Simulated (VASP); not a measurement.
Here is a VASP 6.6.1 calculation.

The input INCAR:

```
SYSTEM = CdTeO4
  ALGO = Normal
  EDIFF = 1E-6
  ENCUT = 520
  GGA = PE
  ISIF = 2
  ISMEAR = 0
  LASPH = .True.
  LCHARG = .True.
  LELF = .True.
  LREAL = .False.
  LVHAR = .True.
  LWAVE = .False.
  NBANDS = 30
  NELM = 100
  PREC = Accurate
  SIGMA = 0.1
```

File KPOINTS:

```
k-points
0
Gamma
  12 12 6
  0 0 0
```

File POSCAR:

```
CdTeO4
1.0
    3.8017052311      0.0000000000      0.0000000000
   -1.9008526155      3.2923733078      0.0000000000
    0.0000000000      0.0000000000      7.6998480136
Cd Te O
1 1 4
Direct
    0.0000000000      0.0000000000      0.5000000000
    0.0000000000      0.0000000000      0.0000000000
    0.3333333333      0.6666666667      0.0000000000
    0.6666666667      0.3333333333      0.0000000000
    0.0000000000      0.0000000000      0.7516921077
    0.0000000000      0.0000000000      0.2483078923
```

Potentials or basis: VASP PAW PBE potentials, release 64 (Cd, Te, O).

Run with:

```console
$ cat potpaw_PBE.64/Cd/POTCAR potpaw_PBE.64/Te/POTCAR potpaw_PBE.64/O/POTCAR > POTCAR
$ mpirun -np 1 vasp_std > vasp.out
```

Task: What does it give for the band gap on the k mesh?

Result: Zero (bands 21 and 22 overlap by 0.52 eV).

Task: Estimate the pressure.

Result: 0.3 GPa.

Task: What does it give for the largest force?

Result: 0.314 eV/Å.

Stress tensor (GPa, compression positive):
```
-0.50  0.00  0.00
 0.00 -0.50  0.00
 0.00  0.00  1.84
```

Caveat: semilocal functionals underestimate gaps, and a narrow one can read as zero; spin-orbit coupling is left out, which moves the levels of the heavy elements.
